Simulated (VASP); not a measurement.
# Mg (P6_3/mmc) in VASP: further runs, part 2 of 2

VASP 6.6.1. Earlier steps stand in the parts before.

## Step 3: Electric field gradients, LDA (volume scaled by 0.94)

Contents of INCAR:

```
  PREC = Accurate
  ENCUT = 520
  EDIFF = 1E-8
  ISMEAR = -1
  SIGMA = 0.05
  LREAL = False
  LASPH = True
  NELM = 60
  ALGO = Normal
  ISIF = 2
  LWAVE = False
  LCHARG = False
  GGA = CA
  LEFG = True
  NBANDS = 9
```

Contents of KPOINTS:

```
Automatic mesh
0
Gamma
  12 12 7
```

Contents of POSCAR:

```
Mg
1.0
    3.1437578123      0.0000000000      0.0000000000
   -1.5718789061      2.7225741288      0.0000000000
    0.0000000000      0.0000000000      5.1039668898
Mg
2
Direct
    0.3333333333      0.6666666667      0.2500000000
    0.6666666667      0.3333333333      0.7500000000
```

Potentials or basis: VASP PAW LDA potentials, release 64 (Mg).

Command:

```
> cat potpaw_LDA.64/Mg/POTCAR > POTCAR
> mpirun -np 1 vasp_std > vasp.out
```

OUTCAR:

```text
PREC = Accurate
   ENCUT = 520
   EDIFF = 1E-8
   ISMEAR = -1
   LREAL = False
   LASPH = True
   NELM = 60
   ISIF = 2
   GGA = CA

 ion  position               nearest neighbor table
   1  0.333  0.667  0.250-   2 3.13   2 3.13   2 3.13   2 3.13   2 3.13   2 3.13
   2  0.667  0.333  0.750-   1 3.13   1 3.13   1 3.13   1 3.13   1 3.13   1 3.13

  LATTYP: Found a hexagonal cell.
 ALAT       =     3.1437578123
 C/A-ratio  =     1.6235242008

  Lattice vectors:

 A1 = (   3.1437578123,   0.0000000000,   0.0000000000)
 A2 = (  -1.5718789061,   2.7225741288,   0.0000000000)
 A3 = (   0.0000000000,   0.0000000000,   5.1039668898)

Analysis of symmetry for initial positions (statically):
[... 35 lines left out ...]
                                     Primitive cell

  volume of cell :      43.6854

  direct lattice vectors                    reciprocal lattice vectors
     3.143757812  0.000000000  0.000000000     0.318090661  0.183649729  0.000000000
    -1.571878906  2.722574129  0.000000000     0.000000000  0.367299457  0.000000000
     0.000000000  0.000000000  5.103966890     0.000000000  0.000000000  0.195926036

  length of vectors
     3.143757812  3.143757812  5.103966890     0.367299457  0.367299457  0.195926036

  position of ions in fractional coordinates (direct lattice)
     0.333333333  0.666666667  0.250000000
     0.666666667  0.333333333  0.750000000

  ion indices of the primitive-cell ions
   primitive index   ion index
                 1           1
                 2           2

----------------------------------------------------------------------------------------
[... 126 lines left out ...]
  band No.  band energies     occupation
      1      -4.4034      2.00000
      2       0.9996      2.00000
      3       1.4587      2.00000
      4      13.9171      0.00000
      5      13.9171      0.00000
      6      14.0620      0.00000
      7      14.0620      0.00000
      8      14.8375      0.00000
      9      16.5717      0.00000
[... 265 lines left out ...]
 k-point    24 :       0.3333    0.0000    0.1429
  band No.  band energies     occupation
      1      -2.0566      2.00000
      2       1.8515      2.00000
      3       4.2062      0.00000
      4       5.3068      0.00000
      5       8.1165      0.00000
      6      10.3625      0.00000
      7      10.5177      0.00000
      8      12.4118      0.00000
      9      13.7743      0.00000

 [... further k-points ...]
[... 5 lines left out ...]
  --------------------------------------------------------------------------------------
  -------------------------------------------------------------------------------------
  Total       -0.1252815     -0.1252815     -0.3851489     -0.0000000      0.0000000      0.0000000
  in kB       -4.5947392     -4.5947392    -14.1254585     -0.0000000      0.0000000      0.0000000
  external PRESSURE =      -7.7716456 kB  Pullay stress =       0.0000000 kB

 VOLUME and BASIS-vectors are now :
 -----------------------------------------------------------------------------
  energy-cutoff  :      520.00
  volume of cell :       43.69
      direct lattice vectors                 reciprocal lattice vectors
     3.143757812  0.000000000  0.000000000     0.318090661  0.183649729  0.000000000
    -1.571878906  2.722574129  0.000000000     0.000000000  0.367299457  0.000000000
     0.000000000  0.000000000  5.103966890     0.000000000  0.000000000  0.195926036

 POSITION                                       TOTAL-FORCE (eV/Angst)
 -----------------------------------------------------------------------------------
     -0.00000      1.81505      1.27599        -0.000000     -0.000000      0.000000
      1.57188      0.90752      3.82798         0.000000      0.000000      0.000000
 -----------------------------------------------------------------------------------
    total drift:                                0.000000     -0.000000      0.000000

  FREE ENERGIE OF THE ION-ELECTRON SYSTEM (eV)
  ---------------------------------------------------
  free  energy   TOTEN  =        -3.6224008959 eV

  energy  without entropy=       -3.6152068080  energy(sigma->0) =       -3.61880385

 Electric field gradients (V/A^2)
---------------------------------------------------------------------
 ion       V_xx      V_yy      V_zz      V_xy      V_xz      V_yz
---------------------------------------------------------------------
   1      -0.617    -0.617     1.233    -0.000    -0.000     0.000
   2      -0.617    -0.617     1.233    -0.000     0.000    -0.000
---------------------------------------------------------------------

 Electric field gradients after diagonalization (V/A^2)
 (convention: |V_zz| > |V_xx| > |V_yy|)
----------------------------------------------------------------------
 ion       V_xx      V_yy      V_zz     asymmetry (V_yy - V_xx)/ V_zz
----------------------------------------------------------------------
   1      -0.617    -0.617     1.233       0.000
   2      -0.617    -0.617     1.233       0.000
----------------------------------------------------------------------

           NMR quadrupolar parameters

 Cq : quadrupolar parameter    Cq=e*Q*V_zz/h
 eta: asymmetry parameters     (V_yy - V_xx)/ V_zz
 Q  : nuclear electric quadrupole moment in mb (millibarn)
----------------------------------------------------------------------
 ion       Cq(MHz)       eta       Q (mb)
----------------------------------------------------------------------
   1       0.003       0.000       1.000
   2       0.003       0.000       1.000
----------------------------------------------------------------------
```

OSZICAR:

```text
N       E                     dE             d eps       ncg     rms          rms(c)
DAV:   1    -0.864281959335E+00   -0.86428E+00   -0.13161E+03  1368   0.316E+02
DAV:   2    -0.360218623930E+01   -0.27379E+01   -0.25789E+01  1827   0.266E+01
DAV:   3    -0.364320092467E+01   -0.41015E-01   -0.40899E-01  1827   0.269E+00
DAV:   4    -0.364332027621E+01   -0.11935E-03   -0.11935E-03  1730   0.135E-01
DAV:   5    -0.364332061747E+01   -0.34127E-06   -0.34158E-06  1739   0.752E-03    0.943E-01
DAV:   6    -0.363165938963E+01    0.11661E-01   -0.59866E-04  1596   0.136E-01    0.599E-01
DAV:   7    -0.362240962971E+01    0.92498E-02   -0.20688E-03  1438   0.248E-01    0.302E-02
DAV:   8    -0.362240194581E+01    0.76839E-05   -0.16343E-05  1964   0.208E-02    0.663E-03
DAV:   9    -0.362240090779E+01    0.10380E-05   -0.66657E-07  1546   0.377E-03    0.588E-04
DAV:  10    -0.362240089539E+01    0.12399E-07   -0.26634E-09  1661   0.323E-04    0.127E-04
DAV:  11    -0.362240089593E+01   -0.53427E-09   -0.13734E-10   891   0.829E-05
   1 F= -.36224009E+01 E0= -.36188039E+01  d E =-.719409E-02
```

stdout:

```text
POSCAR found type information on POSCAR Mg
 POSCAR found :  1 types and       2 ions
 scaLAPACK will be used
 LDA part: xc-table for (Slater(with rela. corr.)+CA(PZ))
 , standard interpolation
 POSCAR, INCAR and KPOINTS ok, starting setup
 FFT: planning ... GRIDC
 FFT: planning ... GRID_SOFT
 FFT: planning ... GRID
 WAVECAR not read
 entering main loop
ion   1

ion   2
```

Wall time 9.6 s (1 thread of Intel Xeon Platinum 8488C (Sapphire Rapids), shared host); peak memory 0.15 GiB.

What came out:

* Free energy: -3.6224 eV
* Pressure: -0.8 GPa
* Band gap on the k mesh: zero (band 2 reaches 3.75 eV, above the bottom of band 3 at 1.46 eV)

Stress tensor (GPa, compression positive):
```
-0.46  0.00  0.00
 0.00 -0.46  0.00
 0.00  0.00 -1.41
```

Electric field gradients, principal values (V/Å²):
```tsv
atom	least	middle	greatest (by size)
1 Mg	-0.617	-0.617	1.233
2 Mg	-0.617	-0.617	1.233
```

Caveat: without QUAD_EFG the Cq values of the log hold for a quadrupole moment of 1 mb, not for the nuclei.
